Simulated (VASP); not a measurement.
A run of VASP 6.6.1 is set up as follows.

Contents of INCAR:

```
SYSTEM = Sb
PREC = Accurate
ENCUT = 520
EDIFF = 1E-6
ISMEAR = -1
SIGMA = 0.05
LREAL = .False.
LASPH = .True.
NELM = 150
ALGO = Normal
ISIF = 2
LWAVE = .False.
LCHARG = .True.
MAGMOM = 0 0 0
LORBIT = 11
LSORBIT = .True.
GGA_COMPAT = .False.
LORBMOM = .True.
GGA = CA
LVHAR = .True.
NBANDS = 16
```

The input KPOINTS:

```
regular mesh
0
Gamma
  6 6 6
  0 0 0
```

File POSCAR:

```
Sb
1.0
    3.1600000000      0.0000000000      0.0000000000
    0.0000000000      3.1600000000      0.0000000000
    0.0000000000      0.0000000000      3.1600000000
Sb
1
Direct
    0.0000000000      0.0000000000      0.0000000000
```

Potentials or basis: VASP PAW LDA potentials, release 64 (Sb).

Run with:

```sh
$ cat potpaw_LDA.64/Sb/POTCAR > POTCAR
$ mpirun -np 1 vasp_ncl > vasp.out
```

Task: Predict the pressure.

Result: -5.2 GPa.

Task: Predict the net moment.

Result: 0.00 μB per cell.

Moments on the atoms (μB; x, y, z):
```
Sb  0.00 0.00 0.00
```
